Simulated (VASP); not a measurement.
NaI:

```
CELL_PARAMETERS angstrom
0.00000 3.26410 3.26410
3.26410 0.00000 3.26410
3.26410 3.26410 0.00000
ATOMIC_POSITIONS crystal
Na 0.00000 0.00000 0.00000
I 0.50000 0.50000 0.50000
```

```yaml
Program: VASP 6.6.1
Task: relaxation of cell and atoms
Functional: PBE
Dispersion: D3(BJ)
Potentials_or_basis: VASP PAW PBE potentials, release 64 (Na_pv, I)
Cutoff: 500 eV
k_mesh: 6 × 6 × 6
Occupations: gaussian, width 0.02 eV
Spin: no spin polarisation
```

At the start: pressure -1.2 GPa; volume 34.78 Å³/atom.

Q: How do energy, volume and symmetry change on relaxing?

A: Over 5 steps the energy falls by 10.8 meV/atom and the volume is 32.17 Å³/atom (-7.5 %); space group Fm-3m (No. 225, to 0.05 Å).

Step by step:
| step | energy change (eV) | largest force (eV/Å) | pressure (GPa) | volume (Å³) |
| --- | --- | --- | --- | --- |
| 1 | 0.0000 | 0.0000 | -1.23 | 69.55 |
| 2 | -0.0160 | 0.0000 | -0.67 | 66.89 |
| 3 | -0.0214 | 0.0000 | -0.10 | 64.61 |
| 4 | -0.0215 | 0.0000 | 0.04 | 64.23 |
| 5 | -0.0215 | 0.0000 | 0.01 | 64.34 |

Final structure:
```
Na I
1.0
     0.00000    3.18043    3.18043
     3.18043    0.00000    3.18043
     3.18043    3.18043    0.00000
Na I
1 1
Direct
  0.00000 0.00000 0.00000
  0.50000 0.50000 0.50000
```
